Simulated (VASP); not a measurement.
## SnTe (rocksalt type): single point with PBE

The system is SnTe (rocksalt type).

```xyz
2
Lattice="0.0000 3.2041 3.2041 3.2041 0.0000 3.2041 3.2041 3.2041 0.0000" Properties=species:S:1:pos:R:3 pbc="T T T"
Sn    0.0000    0.0000    0.0000
Te    3.2041    3.2041    3.2041
```

```
Program             : VASP 6.6.1
Task                : single point
Functional          : PBE
Potentials or basis : VASP PAW PBE potentials, release 64 (Sn_d, Te)
Cutoff              : 520 eV
k mesh              : 13 × 13 × 13
Occupations         : fermi-dirac, width 0.1 eV
Spin                : no spin polarisation
```

```json
{
 "Pressure": "0.0 GPa"
}
```

Levels at points of the mesh, in eV from the Fermi level:
```csv
k point,band 6,band 7,band 8,band 9,band 10,band 11,band 12,band 13,band 14,band 15
"(0.00, 0.00, 0.00)",-12.42,-4.85,-1.99,-1.99,-1.99,3.26,3.26,3.26,4.86,4.86
```

Run time: 42 s on 1 thread of Intel(R) Xeon(R) Platinum 8559C (Emerald Rapids) (shared host), peak memory 0.26 GiB.

Caveat: this odd mesh misses L, where the gap lies, so gap, dielectric constants and Born charges aren't listed; spin-orbit coupling is left out, which moves the levels of the heavy elements.
